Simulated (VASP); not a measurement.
A run of VASP 6.6.1 is set up as follows.

File POSCAR:

```
InP
1.0
    0.0000000000      2.9305000000      2.9305000000
    2.9305000000      0.0000000000      2.9305000000
    2.9305000000      2.9305000000      0.0000000000
In P
1 1
Direct
    0.0000000000      0.0000000000      0.0000000000
    0.7500000000      0.7500000000      0.7500000000
```

Contents of INCAR.step1:

```
PREC = Accurate ; ENCUT = 600
ISMEAR = -1 ; SIGMA = 0.05
LREAL = False ; LASPH = True
NELM = 100 ; GGA = PE
ALGO = Normal ; EDIFF = 1E-4
LWAVE = True ; LCHARG = False
```

Contents of INCAR.step2:

```
PREC = Accurate ; ENCUT = 600
EDIFF = 1E-6 ; ISMEAR = -1
SIGMA = 0.05 ; LREAL = False
LASPH = True ; NELM = 100
ALGO = Normal ; ISIF = 3
LWAVE = False ; LCHARG = False
METAGGA = R2SCAN ; LMIXTAU = True
IVDW = 12 ; VDW_S6 = 1.0
VDW_S8 = 0.78981345 ; VDW_A1 = 0.49484001
VDW_A2 = 5.73083694 ; IBRION = 2
NSW = 60 ; EDIFFG = -0.01
ISTART = 1
```

File KPOINTS:

```
regular mesh
0
Gamma
  8 8 8
```

Potentials or basis: VASP PAW PBE potentials, release 64 (In_d, P).

The run is started by

```console
$ cat potpaw_PBE.64/In_d/POTCAR potpaw_PBE.64/P/POTCAR > POTCAR
$ cp INCAR.step1 INCAR
$ mpirun -np 1 vasp_std > vasp.out
$ cp INCAR.step2 INCAR
$ mpirun -np 1 vasp_std > vasp.out
```

Task: What does it give for the relaxed cell?

Result: a = 4.156 Å, b = 4.156 Å, c = 4.156 Å, α = 60.00°, β = 60.00°, γ = 60.00°.

Task: Estimate the band gap on the k mesh.

Result: 1.12 eV, direct.

Task: Predict the relaxed volume.

Result: 25.39 Å³/atom.

Task: Predict the dispersion energy per atom.

Result: -0.149 eV.

Final structure:
```
In P
1.0
     0.00000    2.93908    2.93908
     2.93908    0.00000    2.93908
     2.93908    2.93908    0.00000
In P
1 1
Direct
  0.00000 0.00000 0.00000
  0.75000 0.75000 0.75000
```

Caveat: the PAW data sets were made with another functional, which shifts forces and pressure a little; spin-orbit coupling is left out, which moves the levels of the heavy elements. r2SCAN opens gaps a little over a GGA but as a rule still falls short of measured ones.
